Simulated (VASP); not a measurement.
Input of a VASP 6.6.1 run:

The input INCAR:

```
PREC     = Accurate       # precision mode
ENCUT    = 600            # plane-wave cutoff, eV
EDIFF    = 1E-6           # SCF threshold, eV
ISMEAR   = 0              # smearing method
SIGMA    = 0.05           # smearing width, eV
LREAL    = F              # projectors in reciprocal space
LASPH    = T              # aspherical terms in the spheres
NELM     = 200            # most SCF steps
ALGO     = Normal         # electronic algorithm
ISIF     = 2              # what is computed and relaxed
LWAVE    = F              # write WAVECAR
LCHARG   = T              # write CHGCAR
ISPIN    = 2              # spin polarisation
MAGMOM   = 0.31 0.81      # initial moments
LORBIT   = 11             # projections on sites
LMAXMIX  = 4              # l up to which the mixer works
LDAU     = T              # DFT+U
LDAUTYPE = 2            
LDAUL    = 2 -1           # shell
LDAUU    = 8 0            # U, eV
LDAUJ    = 0 0          
LDAUPRINT= 1            
GGA      = CA             # functional
LELF     = T              # ELF
LVHAR    = T            
NBANDS   = 20             # bands
GGA_COMPAT= F
```

KPOINTS

```
regular mesh
0
Gamma
  7 7 7
```

Contents of POSCAR:

```
CuO
1.0
    2.5525506100      0.0000000000      0.0000000000
    0.0000000000      2.5525506100      0.0000000000
    0.0000000000      0.0000000000      2.5525506100
Cu O
1 1
Direct
    0.0000000000      0.0000000000      0.0000000000
    0.5000000000      0.5000000000      0.5000000000
```

Potentials or basis: VASP PAW LDA potentials, release 64 (Cu, O).

Run with:

```console
$ cat potpaw_LDA.64/Cu/POTCAR potpaw_LDA.64/O/POTCAR > POTCAR
$ mpirun -np 1 vasp_std > vasp.out
```

Task: Predict the site moments.

Result: Cu +0.32; O +0.62 μB.

Task: Estimate the net moment.

Result: 1.00 μB per cell.

Task: Predict the band gap on the k mesh.

Result: Zero (filled and empty bands overlap).

Eigenvalues of the final occupation matrices:
```
    site  spin  trace               eigenvalues
site 1 d     1   4.92  0.97 0.97 1.00 1.00 1.00
site 1 d     2   4.58  0.88 0.88 0.88 0.96 0.96
```

Caveat: the cell stands under tension; a cell with one magnetic atom can't hold antiferromagnetic order, which such compounds often take. The state reached can hang on the start; a lower one may exist.
